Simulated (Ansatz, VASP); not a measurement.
## One calculation of Al, two programs

The input INCAR:

```
PREC = Accurate
ENCUT = 520
EDIFF = 1E-7
ISMEAR = 0
SIGMA = 0.15
LREAL = F
LASPH = T
NELM = 100
ALGO = Normal
ISIF = 2
LWAVE = F
LCHARG = T
GGA = PE
LELF = T
LVHAR = T
NBANDS = 10
```

The input KPOINTS:

```
Automatic mesh
0
Gamma
  10 10 10
```

The input POSCAR:

```
Al
1.0
    0.0000000000     -3.2350204435      0.0000000000
   -3.2350204435      0.0000000000      0.0000000000
    0.0000000000      0.0000000000     -3.2350204435
Al
2
Direct
    0.5000000000      0.5000000000      0.5000000000
    0.0000000000      0.0000000000      0.0000000000
```

Input for Ansatz:

```yaml
crystal:
  lattice:
    - [0.0, -3.2350204435, 0.0]
    - [-3.2350204435, 0.0, 0.0]
    - [0.0, 0.0, -3.2350204435]
  atoms:
    - { symbol: Al, position: [0.5, 0.5, 0.5] }
    - { symbol: Al, position: [0.0, 0.0, 0.0] }
basis:
  ecutwfc: 420
kpoints:
  mp_grid: { grid: [10, 10, 10] }
hamiltonian:
  xc: pbe
scf:
  occupations: { method: gaussian, width: 0.15 }
output:
  forces: true
  stress: true
  eigenvalues: true
  write_density: true
  write_potential: true
  elf: true
  volumetric_format: npy
```

Alike in both runs: task single point; functional PBE; k mesh 10 × 10 × 10; occupations gaussian, width 0.15 eV; no spin polarisation.

```csv
,VASP,Ansatz
version,VASP 6.6.1,Ansatz 0.2.0
potentials or method,"VASP PAW PBE potentials, release 64 (Al), cutoff 520 eV","scalar-relativistic, plane waves, PAW"
valence electrons in the cell,6,6
```

VASP gave:

```
gap on the k mesh at the Fermi level (eV) : none
pressure (GPa)                            : 0.3
```

Problem. Which values does Ansatz return?

Solution. gap on the k mesh at the Fermi level (eV): none; pressure (GPa): 0.4.

A gap of «none» marks a metal or a gap that the smearing closes. With one functional, cell and mesh, what is left measures potentials, basis and numerics.
